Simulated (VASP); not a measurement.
Wanted: the native input for a VASP 6.6.1 run.

```
Task                   : single point
Functional             : PBEsol
Dispersion             : D3(BJ)
Potentials or basis    : VASP PAW PBE potentials, release 64 (Li_sv)
Cutoff                 : 520 eV
k mesh                 : 16 × 16 × 10
Occupations            : gaussian, width 0.15 eV
Spin                   : no spin polarisation
Dipole correction      : no
Further INCAR settings : ALGO = Fast; EDIFF = 1e-06; NBANDS = 10
```

The structure of Li lies in POSCAR:

```
Li
1.0
    0.0000000000     -2.0954789853     -2.0954789853
    0.0000000000      2.0954789853     -2.0954789853
    4.1909579706      0.0000000000      0.0000000000
Li
2
Direct
    0.6521131933      0.4492956022      0.5000000000
   -0.1521131933      0.0507043978      0.0000000000
```

This cell differs from its parent crystal: mode 4 frozen in at -0.425 Å and mode 5 at -0.212 Å (largest displacements).

One way to write it, as run:

INCAR

```
PREC = Accurate
ENCUT = 520
EDIFF = 1E-6
ISMEAR = 0
SIGMA = 0.15
LREAL = False
LASPH = True
NELM = 100
ALGO = Fast
ISIF = 2
LWAVE = False
LCHARG = False
GGA = PS
IVDW = 12
NBANDS = 10
```

KPOINTS

```
regular mesh
0
Gamma
  16 16 10
```

Potentials or basis: VASP PAW PBE potentials, release 64 (Li_sv).

Command:

```console
$ cat potpaw_PBE.64/Li_sv/POTCAR > POTCAR
$ mpirun -np 1 vasp_std > vasp.out
```

It gave:

```yaml
Largest_force: 0.507 eV/Å
Band_gap_on_the_k_mesh: zero (band 3 reaches 3.72 eV, above the bottom of band 4 at -1.20 eV)
Dispersion_energy_per_atom: -0.165 eV
```

Caveat: the cell differs from its parent crystal (mode 4 frozen in at -0.425 Å and mode 5 at -0.212 Å (largest displacements)); the PAW data sets were made with another functional, which shifts forces and pressure a little.

It took 120 s on 1 thread of Intel(R) Xeon(R) Platinum 8488C (Sapphire Rapids), on a shared host, peak memory 0.32 GiB.
